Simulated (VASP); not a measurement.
# LiTlPd2 (I4/mmm) in VASP: single point with LDA

Aim: the single point of LiTlPd2 with LDA.

Everything below comes from runs of VASP 6.6.1. Logs are shortened: lines on timing, memory, paths and dates and some standing lists are left out, and cuts for length are marked.

### 1 The cell of the first run

The structure is tetragonal, space group I4/mmm (No. 139). Conventional cell: a = 4.153 Å, b = 4.153 Å, c = 7.515 Å, α = 90.00°, β = 90.00°, γ = 90.00°. Li (site symmetry 4/mmm) has 8 Pd at 2.80 Å and 4 Tl at 2.94 Å within 3.7 Å. Tl (site symmetry 4/mmm) has 8 Pd at 2.80 Å and 4 Li at 2.94 Å within 3.7 Å. Within 3.7 Å of Pd (site symmetry -4m2) lie 4 Li at 2.80 Å and 4 Tl at 2.80 Å and 4 Pd at 2.94 Å.

### 2 Single point, LDA

INCAR

```
PREC = Accurate
ENCUT = 520
EDIFF = 1E-7
ISMEAR = -1
SIGMA = 0.15
LREAL = F
LASPH = T
NELM = 60
ALGO = Normal
ISIF = 2
LWAVE = F
LCHARG = F
NBANDS = 26
```

KPOINTS

```
Automatic mesh
0
Gamma
  8 8 8
```

POSCAR

```
LiTlPd2
1.0
   -2.0763260000      2.0763260000      3.7577410000
    2.0763260000     -2.0763260000      3.7577410000
    2.0763260000      2.0763260000     -3.7577410000
Li Tl Pd
1 1 2
Direct
    0.5000000000      0.5000000000      0.0000000000
    0.0000000000      0.0000000000      0.0000000000
    0.7500000000      0.2500000000      0.5000000000
    0.2500000000      0.7500000000      0.5000000000
```

Potentials or basis: VASP PAW LDA potentials, release 64 (Li_sv, Tl_d, Pd).

Command:

```sh
> cat potpaw_LDA.64/Li_sv/POTCAR potpaw_LDA.64/Tl_d/POTCAR potpaw_LDA.64/Pd/POTCAR > POTCAR
> mpirun -np 1 vasp_std > vasp.out
```

OUTCAR:

```text
PREC = Accurate
   ENCUT = 520
   EDIFF = 1E-7
   ISMEAR = -1
   LREAL = F
   LASPH = T
   NELM = 60
   ISIF = 2

 ion  position               nearest neighbor table
   1  0.500  0.500  0.000-   4 2.80   3 2.80   3 2.80   4 2.80   3 2.80   4 2.80   4 2.80   3 2.80
                             2 2.94   2 2.94   2 2.94   2 2.94
   2  0.000  0.000  0.000-   3 2.80   4 2.80   3 2.80   4 2.80   3 2.80   4 2.80   3 2.80   4 2.80
                             1 2.94   1 2.94   1 2.94   1 2.94
   3  0.750  0.250  0.500-   1 2.80   2 2.80   1 2.80   2 2.80   1 2.80   2 2.80   1 2.80   2 2.80
                             4 2.94   4 2.94   4 2.94   4 2.94
   4  0.250  0.750  0.500-   2 2.80   1 2.80   1 2.80   2 2.80   1 2.80   2 2.80   2 2.80   1 2.80
                             3 2.94   3 2.94   3 2.94   3 2.94

  LATTYP: Found a body centered tetragonal cell.
 ALAT       =     4.1526520000
 C/A-ratio  =     1.8098029885

  Lattice vectors:

 A1 = (  -2.0763260000,   2.0763260000,   3.7577410000)
 A2 = (   2.0763260000,  -2.0763260000,   3.7577410000)
 A3 = (   2.0763260000,   2.0763260000,  -3.7577410000)

Analysis of symmetry for initial positions (statically):
=====================================================================
 Subroutine PRICEL returns:
 Original cell was already a primitive cell.

 Routine SETGRP: Setting up the symmetry group for a
 body centered tetragonal supercell.

 Subroutine GETGRP returns: Found 16 space group operations
 (whereof 16 operations were pure point group operations)
 out of a pool of 16 trial point group operations.

The static configuration has the point symmetry D_4h.

Analysis of symmetry for dynamics (positions and initial velocities):
=====================================================================
 Subroutine PRICEL returns:
 Original cell was already a primitive cell.

 Routine SETGRP: Setting up the symmetry group for a
 body centered tetragonal supercell.

 Subroutine GETGRP returns: Found 16 space group operations
 (whereof 16 operations were pure point group operations)
 out of a pool of 16 trial point group operations.

The dynamic configuration has the point symmetry D_4h.

 Subroutine INISYM returns: Found 16 space group operations
 (whereof 16 operations are pure point group operations),
 and found     1 'primitive' translations

----------------------------------------------------------------------------------------

                                     Primitive cell
[... 89 lines left out ...]
   ISPIN  =      1    spin polarized calculation?
   LNONCOLLINEAR =      F non collinear calculations
   LSORBIT =      F    spin-orbit coupling
   LASPH  =      T    aspherical Exc in radial PAW
   ENCUT  =  520.0 eV  38.22 Ry    6.18 a.u.   8.87  8.87  8.87*2*pi/ulx,y,z
   NELM   =     60;   NELMIN=  2; NELMDL= -5     # of ELM steps
   EDIFF  = 0.1E-06   stopping-criterion for ELM
   LREAL  =      F    real-space projection
   EDIFFG = 0.1E-05   stopping-criterion for IOM
   NSW    =      0    number of steps for IOM
   IBRION =     -1    ionic relax: 0-MD 1-quasi-New 2-CG
   NFREE  =      0    steps in history (QN), initial steepest desc. (CG)
   ISIF   =      2    stress and relaxation
   ISYM   =      2    0-nonsym 1-usesym 2-fastsym
   POTIM  = 0.5000    time-step for ionic-motion
   TEBEG  =    0.0;   TEEND  =   0.0 temperature during run
   PSTRESS=    0.0 pullay stress
   NELECT =      36.0000    total number of electrons
   NUPDOWN=      -1.0000    fix difference up-down
   EMIN   =  10.00;   EMAX   =-10.00  energy-range for DOS
   EFERMI =   0.00;   METHOD = LEGACY
   ISMEAR =    -1;   SIGMA  =   0.15  broadening in eV -4-tet -1-fermi 0-gaus
   EFERMI_NEDOS =   21; number of points for ismear=-14 and -15
   IALGO  =     38    algorithm
   IMIX   =      4    mixing-type and parameters
     AMIX     =   0.40;   BMIX     =  1.00
     AMIX_MAG =   1.60;   BMIX_MAG =  1.00
  volume/ion in A,a.u.               =      16.20       109.32
  Fermi-wavevector in a.u.,A,eV,Ry     =   1.345808  2.543208 24.642852  1.811198
  Thomas-Fermi vector in A             =   2.473691
   LORBIT       =      0    0 simple, 1 ext, 2 COOP (PROOUT), +10 PAW based schemes
   GGA     = CA    functional components
   LHFCALC =     F    Hartree Fock is set to
   AEXX    =    0.0000 exact exchange contribution
   IVDW    =     0    specifies the selected vdW correction
   LEPSILON=     F    determine dielectric tensor
   LRPA    =     F    only Hartree local field effects (RPA)
 non-spin polarized calculation
  energy-cutoff  :      520.00
  volume of cell :       64.80
 maximum number of plane-waves:      1766
   NGX = 17   NGY = 17   NGZ = 17

 number of electron      36.0000004 magnetization

 Free energy of the ion-electron system (eV)
  ---------------------------------------------------
  ext. energy  EPLUGINS =         0.00000000
  ---------------------------------------------------
  free energy    TOTEN  =       -19.70384691 eV

  energy without entropy =      -19.62363349  energy(sigma->0) =      -19.66374020

 E-fermi :   7.7845     XC(G=0): -11.9064

 val. band max:        7.7751055424   @ k =  -0.3750   0.5000   0.3750
 cond. band min:       7.8512583345   @ k =  -0.2500   0.5000   0.1250
 fundamental gap:      0.0761527921
 Fermi energy:         7.7844975030

 k-point     1 :       0.0000    0.0000    0.0000
  band No.  band energies     occupation
      1     -36.8000      2.00000
      2      -3.6863      2.00000
      3      -3.6306      2.00000
      4      -3.6306      2.00000
      5      -3.5864      2.00000
      6      -3.5515      2.00000
[... 685 lines left out ...]
     25      18.0793      0.00000
     26      18.8183      0.00000

 [... further k-points ...]
[... 5 lines left out ...]
  --------------------------------------------------------------------------------------
  -------------------------------------------------------------------------------------
  Total       -2.6098240     -2.6098240     -2.5576766      0.0000000      0.0000000      0.0000000
  in kB      -64.5273581    -64.5273581    -63.2380241      0.0000000      0.0000000      0.0000000
  external PRESSURE =     -64.0975801 kB  Pullay stress =       0.0000000 kB

 VOLUME and BASIS-vectors are now :
 -----------------------------------------------------------------------------
  energy-cutoff  :      520.00
  volume of cell :       64.80
      direct lattice vectors                 reciprocal lattice vectors
    -2.076326000  2.076326000  3.757741000     0.000000000  0.240809969  0.133058665
     2.076326000 -2.076326000  3.757741000     0.240809969  0.000000000  0.133058665
     2.076326000  2.076326000 -3.757741000     0.240809969  0.240809969  0.000000000

 POSITION                                       TOTAL-FORCE (eV/Angst)
 -----------------------------------------------------------------------------------
      0.00000      0.00000      3.75774        -0.000000      0.000000     -0.000000
      0.00000      0.00000      0.00000        -0.000000      0.000000     -0.000000
      0.00000      2.07633      1.87887        -0.000000     -0.000000      0.000000
      2.07633      0.00000      1.87887         0.000000     -0.000000      0.000000
 -----------------------------------------------------------------------------------
    total drift:                               -0.000000      0.000000      0.000000

  FREE ENERGIE OF THE ION-ELECTRON SYSTEM (eV)
  ---------------------------------------------------
  free  energy   TOTEN  =       -19.7038469135 eV

  energy  without entropy=      -19.6236334918  energy(sigma->0) =      -19.66374020
```

OSZICAR:

```text
N       E                     dE             d eps       ncg     rms          rms(c)
DAV:   1     0.218057292667E+03    0.21806E+03   -0.18259E+04  3108   0.138E+03
DAV:   2    -0.112037052614E+02   -0.22926E+03   -0.21897E+03  3160   0.325E+02
DAV:   3    -0.200464731011E+02   -0.88428E+01   -0.87382E+01  5004   0.541E+01
DAV:   4    -0.203609672860E+02   -0.31449E+00   -0.31172E+00  4104   0.779E+00
DAV:   5    -0.203656356219E+02   -0.46683E-02   -0.46675E-02  3912   0.969E-01    0.107E+01
DAV:   6    -0.198154226995E+02    0.55021E+00   -0.18759E+00  3494   0.102E+01    0.545E+00
DAV:   7    -0.197294758830E+02    0.85947E-01   -0.27212E-01  3436   0.450E+00    0.411E+00
DAV:   8    -0.197060246000E+02    0.23451E-01   -0.57237E-02  3598   0.172E+00    0.109E+00
DAV:   9    -0.197038704738E+02    0.21541E-02   -0.68573E-03  3398   0.601E-01    0.833E-02
DAV:  10    -0.197038517416E+02    0.18732E-04   -0.19822E-04  3862   0.113E-01    0.245E-02
DAV:  11    -0.197038469896E+02    0.47520E-05   -0.13338E-05  3722   0.213E-02    0.624E-03
DAV:  12    -0.197038469263E+02    0.63380E-07   -0.14353E-06  3764   0.829E-03    0.305E-03
DAV:  13    -0.197038469135E+02    0.12771E-07   -0.91632E-08  2190   0.264E-03
   1 F= -.19703847E+02 E0= -.19663740E+02  d E =-.802134E-01
```

Run time: 3.1 min. Hardware: 1 thread of AMD EPYC 7R13, shared host; peak memory 0.21 GiB.

Results:

```
Free energy            : -19.7038 eV
Band gap on the k mesh : zero (band 18 reaches 10.56 eV, above the bottom of band 19 at 6.61 eV)
```

Levels at points of the mesh, in eV from the Fermi level:
```csv
k point,band 16,band 17,band 18,band 19,band 20,band 21
"(0.00, 0.00, 0.00)",-1.14,-0.44,2.21,3.75,5.42,5.42
"(0.50, 0.00, 0.00)",-2.18,-2.02,-1.65,2.57,2.64,4.65
"(0.50, 0.50, 0.00)",-1.64,-1.43,-1.29,-0.52,0.70,3.73
"(0.50, 0.50, 0.50)",-1.92,-1.18,-0.44,0.39,0.39,5.84
```

Caveat: the cutoff is under 1.25 times the usual one of these potentials, so pressure, stress and relaxed cells hold a basis-set (Pulay) error; spin-orbit coupling is left out, which moves the levels of the heavy elements.
